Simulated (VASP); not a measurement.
# BeTe (F-43m) in VASP: notebook

The runs below take BeTe through single point, relaxation of cell and atoms, with r2SCAN.

Program: VASP 6.6.1. These are calculated values, not measurements. Logs are shortened: lines on timing, memory, paths and dates and some standing lists are left out, and cuts for length are marked.

### Step 1. The cell of the first run

It takes space group F-43m (No. 216, cubic). The conventional cell has a = 5.657 Å, b = 5.657 Å, c = 5.657 Å, α = 90.00°, β = 90.00°, γ = 90.00°. Be (site symmetry -43m) has 4 Te at 2.45 Å within 3.2 Å. Te (site symmetry -43m) has 4 Be at 2.45 Å within 3.2 Å.

### Step 2. Single point, r2SCAN

POSCAR

```
BeTe
1.0
    2.8284062987      2.8284062987      0.0000000000
   -2.8284062987      2.8284062987      0.0000000000
    0.0000000000      2.8284062987      2.8284062987
Be Te
1 1
Direct
    0.0000000000      0.0000000000      0.0000000000
    0.7500000000      0.2500000000      0.5000000000
```

INCAR.step1

```
  PREC = Accurate
  ENCUT = 520
  ISMEAR = -1
  SIGMA = 0.1
  LREAL = False
  LASPH = True
  NELM = 80
  NBANDS = 11
  GGA = PE
  ALGO = Normal
  EDIFF = 1E-4
  LWAVE = True
  LCHARG = False
```

INCAR.step2

```
  PREC = Accurate
  ENCUT = 520
  EDIFF = 1E-6
  ISMEAR = -1
  SIGMA = 0.1
  LREAL = False
  LASPH = True
  NELM = 80
  ALGO = Normal
  ISIF = 2
  LWAVE = False
  LCHARG = True
  METAGGA = R2SCAN
  LMIXTAU = True
  LELF = True
  LVHAR = True
  NBANDS = 11
  ISTART = 1
```

KPOINTS

```
regular mesh
0
Gamma
  12 12 12
```

Potentials or basis: VASP PAW PBE potentials, release 64 (Be, Te).

Command:

```
$ cat potpaw_PBE.64/Be/POTCAR potpaw_PBE.64/Te/POTCAR > POTCAR
$ cp INCAR.step1 INCAR
$ mpirun -np 1 vasp_std > vasp.out
$ cp INCAR.step2 INCAR
$ mpirun -np 1 vasp_std > vasp.out
```

OUTCAR:

```text
PREC = Accurate
   ENCUT = 520
   EDIFF = 1E-6
   ISMEAR = -1
   LREAL = False
   LASPH = True
   NELM = 80
   ISIF = 2
   METAGGA = R2SCAN
   ISTART = 1

 ion  position               nearest neighbor table
   1  0.000  0.000  0.000-   2 2.45   2 2.45   2 2.45   2 2.45
   2  0.750  0.250  0.500-   1 2.45   1 2.45   1 2.45   1 2.45

  LATTYP: Found a face centered cubic cell.
 ALAT       =     5.6568125974

  Lattice vectors:

 A1 = (   0.0000000000,   2.8284062987,   2.8284062987)
 A2 = (   2.8284062987,   0.0000000000,   2.8284062987)
 A3 = (   2.8284062987,   2.8284062987,   0.0000000000)

Analysis of symmetry for initial positions (statically):
=====================================================================
 Subroutine PRICEL returns:
 Original cell was already a primitive cell.

 Routine SETGRP: Setting up the symmetry group for a
 face centered cubic supercell.

 Subroutine GETGRP returns: Found 24 space group operations
 (whereof 24 operations were pure point group operations)
 out of a pool of 48 trial point group operations.

The static configuration has the point symmetry T_d .

Analysis of symmetry for dynamics (positions and initial velocities):
=====================================================================
 Subroutine PRICEL returns:
 Original cell was already a primitive cell.

 Routine SETGRP: Setting up the symmetry group for a
 face centered cubic supercell.

 Subroutine GETGRP returns: Found 24 space group operations
 (whereof 24 operations were pure point group operations)
 out of a pool of 48 trial point group operations.

The dynamic configuration has the point symmetry T_d .

 Subroutine INISYM returns: Found 24 space group operations
 (whereof 24 operations are pure point group operations),
 and found     1 'primitive' translations

----------------------------------------------------------------------------------------

                                     Primitive cell

  volume of cell :      45.2538

  direct lattice vectors                    reciprocal lattice vectors
     2.828406299  2.828406299  0.000000000     0.176777997  0.176777997 -0.176777997
    -2.828406299  2.828406299  0.000000000    -0.176777997  0.176777997 -0.176777997
     0.000000000  2.828406299  2.828406299     0.000000000  0.000000000  0.353555994

  length of vectors
     3.999970548  3.999970548  3.999970548     0.306188472  0.306188472  0.353555994

  position of ions in fractional coordinates (direct lattice)
     0.000000000  0.000000000  0.000000000
     0.750000000  0.250000000  0.500000000

  ion indices of the primitive-cell ions
   primitive index   ion index
                 1           1
                 2           2

----------------------------------------------------------------------------------------

 KPOINTS: regular mesh

Automatic generation of k-mesh.
 Grid dimensions read from file:
 generate k-points for:   12   12   12

 Generating k-lattice:

  Cartesian coordinates                     Fractional coordinates (reciprocal lattice)
     0.014731500  0.014731500 -0.014731500     0.083333333  0.000000000  0.000000000
    -0.014731500  0.014731500 -0.014731500     0.000000000  0.083333333  0.000000000
     0.000000000  0.000000000  0.029462999     0.000000000  0.000000000  0.083333333

  Length of vectors
     0.025515706  0.025515706  0.029462999

  Shift w.r.t. Gamma in fractional coordinates (k-lattice)
     0.000000000  0.000000000  0.000000000

 Subroutine IBZKPT returns following result:
 ===========================================

 Found     72 irreducible k-points:

 Following reciprocal coordinates:
            Coordinates               Weight
  0.000000  0.000000  0.000000      1.000000
  0.083333  0.000000  0.000000      8.000000
  0.166667  0.000000  0.000000      8.000000
  0.250000  0.000000  0.000000      8.000000
  0.333333  0.000000  0.000000      8.000000
  0.416667  0.000000  0.000000      8.000000
[... 16 lines left out ...]
  0.500000  0.166667  0.000000     24.000000
 -0.416667  0.166667  0.000000     24.000000
 [... further k-points ...]
   k-points           NKPTS =     72   k-points in BZ     NKDIM =     72   number of bands    NBANDS=     11
   number of dos      NEDOS =    301   number of ions     NIONS =      2
   total plane-waves  NPLWV =  27000
   dimension x,y,z NGX =    30 NGY =   30 NGZ =   30
   dimension x,y,z NGXF=    60 NGYF=   60 NGZF=   60
   ions per type =               1   1
   NGX,Y,Z   is equivalent  to a cutoff of  12.47, 12.47, 12.47 a.u.
   NGXF,Y,Z  is equivalent  to a cutoff of  24.94, 24.94, 24.94 a.u.
 SYSTEM =  unknown system
   PREC   = accura    normal or accurate (medium, high low for compatibility)
   ISTART =      1    job   : 0-new  1-cont  2-samecut
   ICHARG =      0    charge: 1-file 2-atom 10-const
   ISPIN  =      1    spin polarized calculation?
   LNONCOLLINEAR =      F non collinear calculations
   LSORBIT =      F    spin-orbit coupling
   LASPH  =      T    aspherical Exc in radial PAW
   ENCUT  =  520.0 eV  38.22 Ry    6.18 a.u.   7.44  7.44  7.44*2*pi/ulx,y,z
   NELM   =     80;   NELMIN=  2; NELMDL=  0     # of ELM steps
   EDIFF  = 0.1E-05   stopping-criterion for ELM
   LREAL  =      F    real-space projection
   EDIFFG = 0.1E-04   stopping-criterion for IOM
   NSW    =      0    number of steps for IOM
   IBRION =     -1    ionic relax: 0-MD 1-quasi-New 2-CG
   NFREE  =      0    steps in history (QN), initial steepest desc. (CG)
   ISIF   =      2    stress and relaxation
   ISYM   =      2    0-nonsym 1-usesym 2-fastsym
   POTIM  = 0.5000    time-step for ionic-motion
   TEBEG  =    0.0;   TEEND  =   0.0 temperature during run
   PSTRESS=    0.0 pullay stress
   NELECT =       8.0000    total number of electrons
   NUPDOWN=      -1.0000    fix difference up-down
   EMIN   =  10.00;   EMAX   =-10.00  energy-range for DOS
   EFERMI =   0.00;   METHOD = LEGACY
   ISMEAR =    -1;   SIGMA  =   0.10  broadening in eV -4-tet -1-fermi 0-gaus
   EFERMI_NEDOS =   21; number of points for ismear=-14 and -15
   IALGO  =     38    algorithm
   IMIX   =      4    mixing-type and parameters
     AMIX     =   0.40;   BMIX     =  1.00
     AMIX_MAG =   1.60;   BMIX_MAG =  1.00
  volume/ion in A,a.u.               =      22.63       152.69
  Fermi-wavevector in a.u.,A,eV,Ry     =   0.918797  1.736275 11.485881  0.844188
  Thomas-Fermi vector in A             =   2.043919
   LORBIT       =      0    0 simple, 1 ext, 2 COOP (PROOUT), +10 PAW based schemes
   METAGGA = R2SCAN    functional components
   LHFCALC =     F    Hartree Fock is set to
   AEXX    =    0.0000 exact exchange contribution
   IVDW    =     0    specifies the selected vdW correction
   LEPSILON=     F    determine dielectric tensor
   LRPA    =     F    only Hartree local field effects (RPA)
 non-spin polarized calculation
  energy-cutoff  :      520.00
  volume of cell :       45.25
 maximum number of plane-waves:      1243
 NGX is ok and might be reduce to    30
   NGX = 15   NGY = 15   NGZ = 15

 number of electron       8.0000000 magnetization

 Free energy of the ion-electron system (eV)
  ---------------------------------------------------
  ext. energy  EPLUGINS =         0.00000000
  ---------------------------------------------------
  free energy    TOTEN  =       -30.68542695 eV

  energy without entropy =      -30.68542667  energy(sigma->0) =      -30.68542681

 E-fermi :   5.9891     XC(G=0):  -9.4240

 val. band max:        4.7886892147   @ k =   0.0000   0.0000   0.0000
 cond. band min:       7.1571540630   @ k =   0.5000   0.5000   0.0000
 fundamental gap:      2.3684648483
 Fermi energy:         5.9891218250

 k-point     1 :       0.0000    0.0000    0.0000
  band No.  band energies     occupation
      1      -7.9084      2.00000
      2       4.7887      1.99999
      3       4.7887      1.99999
      4       4.7887      1.99999
      5       8.8189      0.00000
      6       8.8189      0.00000
      7       8.8189      0.00000
      8       9.1966      0.00000
      9      13.8045      0.00000
     10      15.5096      0.00000
     11      15.5096      0.00000

 k-point     2 :       0.0833    0.0000    0.0000
  band No.  band energies     occupation
      1      -7.8391      2.00000
      2       4.1142      2.00000
      3       4.6766      2.00000
      4       4.6766      2.00000
      5       8.8525      0.00000
      6       8.9884      0.00000
      7       8.9884      0.00000
      8       9.7936      0.00000
      9      14.0319      0.00000
     10      14.9579      0.00000
     11      14.9579      0.00000

 k-point     3 :       0.1667    0.0000    0.0000
  band No.  band energies     occupation
      1      -7.6377      2.00000
      2       2.7859      2.00000
      3       4.4104      2.00000
      4       4.4104      2.00000
      5       8.7255      0.00000
      6       9.3741      0.00000
      7       9.3742      0.00000
      8      11.1224      0.00000
      9      14.3996      0.00000
     10      14.3996      0.00000
     11      14.4773      0.00000

 k-point     4 :       0.2500    0.0000    0.0000
  band No.  band energies     occupation
      1      -7.3275      2.00000
      2       1.4187      2.00000
      3       4.1107      2.00000
      4       4.1107      2.00000
      5       8.5620      0.00000
      6       9.7152      0.00000
      7       9.7152      0.00000
      8      12.4350      0.00000
      9      14.3629      0.00000
     10      14.3629      0.00000
     11      14.5695      0.00000
[... 239 lines left out ...]
 k-point    22 :       0.4167    0.1667    0.0000
  band No.  band energies     occupation
      1      -6.3568      2.00000
      2      -0.5929      2.00000
      3       2.2655      2.00000
      4       3.3067      2.00000
      5       8.7698      0.00000
      6      10.3767      0.00000
      7      10.7367      0.00000
      8      13.6221      0.00000
      9      14.7830      0.00000
     10      15.6434      0.00000
     11      16.9603      0.00000

 k-point    23 :       0.5000    0.1667    0.0000
  band No.  band energies     occupation
      1      -6.3955      2.00000
      2      -0.5135      2.00000
      3       2.4682      2.00000
      4       3.1402      2.00000
      5       8.6255      0.00000
      6      10.3991      0.00000
      7      10.9775      0.00000
      8      12.5534      0.00000
      9      15.2929      0.00000
     10      17.0900      0.00000
     11      17.2511      0.00000

 k-point    24 :      -0.4167    0.1667    0.0000
  band No.  band energies     occupation
      1      -6.6501      2.00000
      2       0.0749      2.00000
      3       2.7892      2.00000
      4       3.1063      2.00000
      5       8.5521      0.00000
      6      10.4416      0.00000
      7      11.1912      0.00000
      8      11.4227      0.00000
      9      15.6457      0.00000
     10      16.5168      0.00000
     11      17.0491      0.00000

 [... further k-points ...]

------------------------ aborting loop because EDIFF is reached ----------------------------------------

  FORCE on cell =-STRESS in cart. coord.  units (eV):
  Direction    XX          YY          ZZ          XY          YZ          ZX
  --------------------------------------------------------------------------------------
  -------------------------------------------------------------------------------------
  Total        0.0489488      0.0489488      0.0489488      0.0000000      0.0000000      0.0000000
  in kB        1.7329965      1.7329965      1.7329965      0.0000000      0.0000000      0.0000000
  external PRESSURE =       1.7329965 kB  Pullay stress =       0.0000000 kB

 VOLUME and BASIS-vectors are now :
 -----------------------------------------------------------------------------
  energy-cutoff  :      520.00
  volume of cell :       45.25
      direct lattice vectors                 reciprocal lattice vectors
     2.828406299  2.828406299  0.000000000     0.176777997  0.176777997 -0.176777997
    -2.828406299  2.828406299  0.000000000    -0.176777997  0.176777997 -0.176777997
     0.000000000  2.828406299  2.828406299     0.000000000  0.000000000  0.353555994

 POSITION                                       TOTAL-FORCE (eV/Angst)
 -----------------------------------------------------------------------------------
      0.00000      0.00000      0.00000         0.000000     -0.000000     -0.000000
      1.41420      4.24261      1.41420        -0.000000      0.000000      0.000000
 -----------------------------------------------------------------------------------
    total drift:                               -0.000000      0.000000      0.000000

  FREE ENERGIE OF THE ION-ELECTRON SYSTEM (eV)
  ---------------------------------------------------
  free  energy   TOTEN  =       -30.6854269547 eV

  energy  without entropy=      -30.6854266658  energy(sigma->0) =      -30.68542681
```

It took 61 s on 1 thread of AMD EPYC 9R45 (Zen 5), shared host; peak memory 0.16 GiB.

What came out:

```
Free energy            : -30.6854 eV
Pressure               : 0.2 GPa
Band gap on the k mesh : 2.37 eV (least direct gap 4.03 eV)
```

Levels at points of the mesh, in eV from the valence-band top:
```tsv
k point	band 1	band 2	band 3	band 4	band 5	band 6	band 7	band 8	band 9
(0.00, 0.00, 0.00)	-12.70	0.00	0.00	0.00	4.03	4.03	4.03	4.41	9.02
(0.50, 0.00, 0.00)	-11.29	-5.68	-1.15	-1.15	3.52	5.02	5.02	8.47	11.71
(0.50, 0.50, 0.00)	-10.77	-5.27	-2.70	-2.70	2.37	3.01	10.49	10.49	12.44
```

Caveat: the PAW data sets were made with another functional, which shifts forces and pressure a little; spin-orbit coupling is left out, which moves the levels of the heavy elements.

[end of part 1 of 2]
